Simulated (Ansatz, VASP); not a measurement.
WS2: VASP beside Ansatz

```
CELL_PARAMETERS angstrom
3.15955 0.00000 0.00000
-1.57977 2.73625 0.00000
0.00000 0.00000 23.80426
ATOMIC_POSITIONS crystal
S 0.33333 0.66667 0.18904
S 0.33333 0.66667 0.32146
S 0.33333 0.66667 0.45631
S 0.33333 0.66667 0.58873
W 0.66667 0.33333 0.25525
W 0.00000 0.00000 0.52252
```

Alike in both runs: task single point; functional PBE; dispersion D3(BJ); k mesh 9 × 9 × 1; occupations gaussian, width 0.05 eV; no spin polarisation.

|  | VASP | Ansatz |
| --- | --- | --- |
| version | VASP 6.6.1 | Ansatz 0.2.0 |
| potentials or method | VASP PAW PBE potentials, release 64 (S, W_sv), cutoff 520 eV | scalar-relativistic, plane waves, PAW |
| valence electrons in the cell | 52 | 52 |

Ansatz gave:

```
gap on the k mesh at the Fermi level (eV) : 1.54
least direct gap on the mesh (eV)         : 1.92
rms of the force components (eV/Å)        : 0.072
```

Problem. Estimate VASP's values.

Solution. gap on the k mesh at the Fermi level (eV): 1.55; least direct gap on the mesh (eV): 1.93; rms of the force components (eV/Å): 0.071.

Neither program's run includes spin-orbit coupling.
